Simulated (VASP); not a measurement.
# WSe2 (P-3m1) in VASP: further runs, part 2 of 2

VASP 6.6.1.

### Step 3. Single point, r2SCAN+rVV10

POSCAR

```
WSe2
1.0
    3.2996318046      0.0000000000      0.0000000000
   -1.6498159023      2.8575649659      0.0000000000
    0.0000000000      0.0000000000     13.1495853360
W Se
2 4
Direct
    0.6666666667      0.3333333333      0.2501999111
    0.3333333333      0.6666666667      0.7498000889
    0.3333333333      0.6666666667      0.3768527017
    0.6666666667      0.3333333333      0.8764523353
    0.3333333333      0.6666666667      0.1235476647
    0.6666666667      0.3333333333      0.6231472983
```

INCAR.step1

```
PREC = Accurate
ENCUT = 520
ISMEAR = -1
SIGMA = 0.02
LREAL = False
LASPH = True
NELM = 80
NBANDS = 35
GGA = PE
ALGO = Normal
EDIFF = 1E-4
LWAVE = True
LCHARG = False
```

INCAR.step2

```
PREC = Accurate
ENCUT = 520
EDIFF = 1E-6
ISMEAR = -1
SIGMA = 0.02
LREAL = False
LASPH = True
NELM = 80
ALGO = Normal
ISIF = 2
LWAVE = False
LCHARG = False
METAGGA = R2SCAN
LMIXTAU = True
LUSE_VDW = True
IVDW_NL = 2
BPARAM = 11.95
CPARAM = 0.0093
NBANDS = 35
ISTART = 1
```

KPOINTS

```
regular mesh
0
Gamma
  12 12 2
```

Potentials or basis: VASP PAW PBE potentials, release 64 (W_sv, Se).

Launch:

```sh
cat potpaw_PBE.64/W_sv/POTCAR potpaw_PBE.64/Se/POTCAR > POTCAR
cp INCAR.step1 INCAR
mpirun -np 1 vasp_std > vasp.out
cp INCAR.step2 INCAR
mpirun -np 1 vasp_std > vasp.out
```

OUTCAR:

```text
PREC = Accurate
   ENCUT = 520
   EDIFF = 1E-6
   ISMEAR = -1
   LREAL = False
   LASPH = True
   NELM = 80
   ISIF = 2
   METAGGA = R2SCAN
   IVDW_NL = 2
   BPARAM = 11.95
   ISTART = 1

 ion  position               nearest neighbor table
   1  0.667  0.333  0.250-   5 2.53   5 2.53   5 2.53   3 2.53   3 2.53   3 2.53
   2  0.333  0.667  0.750-   4 2.53   4 2.53   4 2.53   6 2.53   6 2.53   6 2.53
   3  0.333  0.667  0.377-   1 2.53   1 2.53   1 2.53
   4  0.667  0.333  0.876-   2 2.53   2 2.53   2 2.53
   5  0.333  0.667  0.124-   1 2.53   1 2.53   1 2.53
   6  0.667  0.333  0.623-   2 2.53   2 2.53   2 2.53

  LATTYP: Found a hexagonal cell.
 ALAT       =     3.2996318046
 C/A-ratio  =     3.9851674716

  Lattice vectors:

 A1 = (   3.2996318046,   0.0000000000,   0.0000000000)
 A2 = (  -1.6498159023,   2.8575649659,   0.0000000000)
 A3 = (   0.0000000000,   0.0000000000,  13.1495853360)

Analysis of symmetry for initial positions (statically):
=====================================================================
 Subroutine PRICEL returns:
 Original cell was already a primitive cell.

 Routine SETGRP: Setting up the symmetry group for a
 hexagonal supercell.

 Subroutine GETGRP returns: Found 12 space group operations
 (whereof 12 operations were pure point group operations)
 out of a pool of 24 trial point group operations.

The static configuration has the point symmetry D_3d.

Analysis of symmetry for dynamics (positions and initial velocities):
=====================================================================
 Subroutine PRICEL returns:
 Original cell was already a primitive cell.

 Routine SETGRP: Setting up the symmetry group for a
 hexagonal supercell.

 Subroutine GETGRP returns: Found 12 space group operations
 (whereof 12 operations were pure point group operations)
 out of a pool of 24 trial point group operations.

The dynamic configuration has the point symmetry D_3d.

 Subroutine INISYM returns: Found 12 space group operations
 (whereof 12 operations are pure point group operations),
 and found     1 'primitive' translations

----------------------------------------------------------------------------------------

                                     Primitive cell

  volume of cell :     123.9863

  direct lattice vectors                    reciprocal lattice vectors
     3.299631805  0.000000000  0.000000000     0.303064117  0.174974150  0.000000000
    -1.649815902  2.857564966  0.000000000     0.000000000  0.349948299  0.000000000
     0.000000000  0.000000000 13.149585336     0.000000000  0.000000000  0.076048025

  length of vectors
     3.299631805  3.299631805 13.149585336     0.349948299  0.349948299  0.076048025

  position of ions in fractional coordinates (direct lattice)
     0.666666667  0.333333333  0.250199911
     0.333333333  0.666666667  0.749800089
     0.333333333  0.666666667  0.376852702
     0.666666667  0.333333333  0.876452335
     0.333333333  0.666666667  0.123547665
     0.666666667  0.333333333  0.623147298

  ion indices of the primitive-cell ions
   primitive index   ion index
                 1           1
                 2           2
                 3           3
                 4           4
                 5           5
[... 31 lines left out ...]
  0.083333 -0.000000  0.000000      6.000000
  0.166667  0.000000  0.000000      6.000000
  0.250000  0.000000  0.000000      6.000000
  0.333333  0.000000  0.000000      6.000000
  0.416667 -0.000000  0.000000      6.000000
[... 16 lines left out ...]
  0.250000  0.000000  0.500000      6.000000
  0.333333  0.000000  0.500000      6.000000
 [... further k-points ...]
   k-points           NKPTS =     38   k-points in BZ     NKDIM =     38   number of bands    NBANDS=     35
   number of dos      NEDOS =    301   number of ions     NIONS =      6
   total plane-waves  NPLWV =  76832
   dimension x,y,z NGX =    28 NGY =   28 NGZ =   98
   dimension x,y,z NGXF=    56 NGYF=   56 NGZF=  196
   ions per type =               2   4
   NGX,Y,Z   is equivalent  to a cutoff of  14.11, 14.11, 12.39 a.u.
   NGXF,Y,Z  is equivalent  to a cutoff of  28.21, 28.21, 24.78 a.u.
 SYSTEM =  unknown system
   PREC   = accura    normal or accurate (medium, high low for compatibility)
   ISTART =      1    job   : 0-new  1-cont  2-samecut
   ICHARG =      0    charge: 1-file 2-atom 10-const
   ISPIN  =      1    spin polarized calculation?
   LNONCOLLINEAR =      F non collinear calculations
   LSORBIT =      F    spin-orbit coupling
   LASPH  =      T    aspherical Exc in radial PAW
   ENCUT  =  520.0 eV  38.22 Ry    6.18 a.u.   6.14  6.14 24.45*2*pi/ulx,y,z
   NELM   =     80;   NELMIN=  2; NELMDL=  0     # of ELM steps
   EDIFF  = 0.1E-05   stopping-criterion for ELM
   LREAL  =      F    real-space projection
   EDIFFG = 0.1E-04   stopping-criterion for IOM
   NSW    =      0    number of steps for IOM
   IBRION =     -1    ionic relax: 0-MD 1-quasi-New 2-CG
   NFREE  =      0    steps in history (QN), initial steepest desc. (CG)
   ISIF   =      2    stress and relaxation
   ISYM   =      2    0-nonsym 1-usesym 2-fastsym
   POTIM  = 0.5000    time-step for ionic-motion
   TEBEG  =    0.0;   TEEND  =   0.0 temperature during run
   PSTRESS=    0.0 pullay stress
   NELECT =      52.0000    total number of electrons
   NUPDOWN=      -1.0000    fix difference up-down
   EMIN   =  10.00;   EMAX   =-10.00  energy-range for DOS
   EFERMI =   0.00;   METHOD = LEGACY
   ISMEAR =    -1;   SIGMA  =   0.02  broadening in eV -4-tet -1-fermi 0-gaus
   EFERMI_NEDOS =   21; number of points for ismear=-14 and -15
   IALGO  =     38    algorithm
   IMIX   =      4    mixing-type and parameters
     AMIX     =   0.40;   BMIX     =  1.00
     AMIX_MAG =   1.60;   BMIX_MAG =  1.00
  volume/ion in A,a.u.               =      20.66       139.45
  Fermi-wavevector in a.u.,A,eV,Ry     =   1.225419  2.315707 20.431223  1.501653
  Thomas-Fermi vector in A             =   2.360458
   LORBIT       =      0    0 simple, 1 ext, 2 COOP (PROOUT), +10 PAW based schemes
   METAGGA = R2SCAN    functional components
   LHFCALC =     F    Hartree Fock is set to
   AEXX    =    0.0000 exact exchange contribution
   IVDW_NL    =     2    kernel type
   BPARAM     =11.9500
   IVDW    =     0    specifies the selected vdW correction
   LEPSILON=     F    determine dielectric tensor
   LRPA    =     F    only Hartree local field effects (RPA)
 non-spin polarized calculation
  energy-cutoff  :      520.00
  volume of cell :      123.99
 maximum number of plane-waves:      3378
 NGX is ok and might be reduce to    28
   NGX = 13   NGY = 13   NGZ = 49

 number of electron      51.9999996 magnetization

 Free energy of the ion-electron system (eV)
  ---------------------------------------------------
  ext. energy  EPLUGINS =         0.00000000
  ---------------------------------------------------
  free energy    TOTEN  =      -162.55918085 eV

  energy without entropy =     -162.55918085  energy(sigma->0) =     -162.55918085

 E-fermi :   6.3940     XC(G=0): -11.3190

 val. band max:        5.8573091293   @ k =   0.0000   0.0000   0.0000
 cond. band min:       6.9957950642   @ k =   0.1667   0.1667   0.0000
 fundamental gap:      1.1384859349
 Fermi energy:         6.3939689240

 k-point     1 :       0.0000    0.0000    0.0000
  band No.  band energies     occupation
      1     -70.4444      2.00000
      2     -70.4444      2.00000
      3     -34.0359      2.00000
      4     -34.0359      2.00000
      5     -33.9174      2.00000
      6     -33.9174      2.00000
[... 901 lines left out ...]
     34       9.9802      0.00000
     35      11.8906      0.00000

 [... further k-points ...]

------------------------ aborting loop because EDIFF is reached ----------------------------------------

  FORCE on cell =-STRESS in cart. coord.  units (eV):
  Direction    XX          YY          ZZ          XY          YZ          ZX
  --------------------------------------------------------------------------------------
  -------------------------------------------------------------------------------------
  Total        0.5328346      0.5328346      0.5638544      0.0000000      0.0000000      0.0000000
  in kB        6.8854033      6.8854033      7.2862467      0.0000000      0.0000000      0.0000000
  external PRESSURE =       7.0190178 kB  Pullay stress =       0.0000000 kB

 VOLUME and BASIS-vectors are now :
 -----------------------------------------------------------------------------
  energy-cutoff  :      520.00
  volume of cell :      123.99
      direct lattice vectors                 reciprocal lattice vectors
     3.299631805  0.000000000  0.000000000     0.303064117  0.174974150  0.000000000
    -1.649815902  2.857564966  0.000000000     0.000000000  0.349948299  0.000000000
     0.000000000  0.000000000 13.149585336     0.000000000  0.000000000  0.076048025

 POSITION                                       TOTAL-FORCE (eV/Angst)
 -----------------------------------------------------------------------------------
      1.64982      0.95252      3.29003        -0.000000      0.000000     -0.000847
     -0.00000      1.90504      9.85956         0.000000     -0.000000      0.000847
     -0.00000      1.90504      4.95546        -0.000000      0.000000      0.073306
      1.64982      0.95252     11.52498         0.000000     -0.000000      0.077157
     -0.00000      1.90504      1.62460        -0.000000      0.000000     -0.077157
      1.64982      0.95252      8.19413         0.000000      0.000000     -0.073306
 -----------------------------------------------------------------------------------
    total drift:                                0.000000     -0.000000      0.000000

  FREE ENERGIE OF THE ION-ELECTRON SYSTEM (eV)
  ---------------------------------------------------
  free  energy   TOTEN  =      -162.5591808473 eV

  energy  without entropy=     -162.5591808473  energy(sigma->0) =     -162.55918085
```

Run time: 7.8 min. Hardware: 1 thread of Intel Xeon 6975P-C (Granite Rapids), shared host; peak memory 0.64 GiB.

Results:

- Free energy: -162.5592 eV
- Pressure: 0.7 GPa
- Largest force: 0.077 eV/Å
- Band gap on the k mesh: 1.14 eV (least direct gap 1.61 eV)

Forces on the atoms (eV/Å):
```
W    0.000  0.000 -0.001
W    0.000  0.000  0.001
Se   0.000  0.000  0.073
Se   0.000  0.000  0.077
Se   0.000  0.000 -0.077
Se   0.000  0.000 -0.073
```

Levels at points of the mesh, in eV from the valence-band top:
```
           k point  band 23  band 24  band 25  band 26  band 27  band 28  band 29  band 30
(0.00, 0.00, 0.00)    -1.66    -1.29    -1.06     0.00     2.76     2.76     2.81     2.81
(0.50, 0.00, 0.00)    -1.51    -1.48    -1.34    -1.31     2.21     2.25     2.45     2.73
(0.00, 0.00, 0.50)    -1.68    -1.68    -0.25    -0.24     2.77     2.77     2.77     2.77
(0.50, 0.00, 0.50)    -1.41    -1.41    -1.40    -1.40     2.23     2.23     2.61     2.61
```

Caveat: the PAW data sets were made with another functional, which shifts forces and pressure a little; spin-orbit coupling is left out, which moves the levels of the heavy elements.
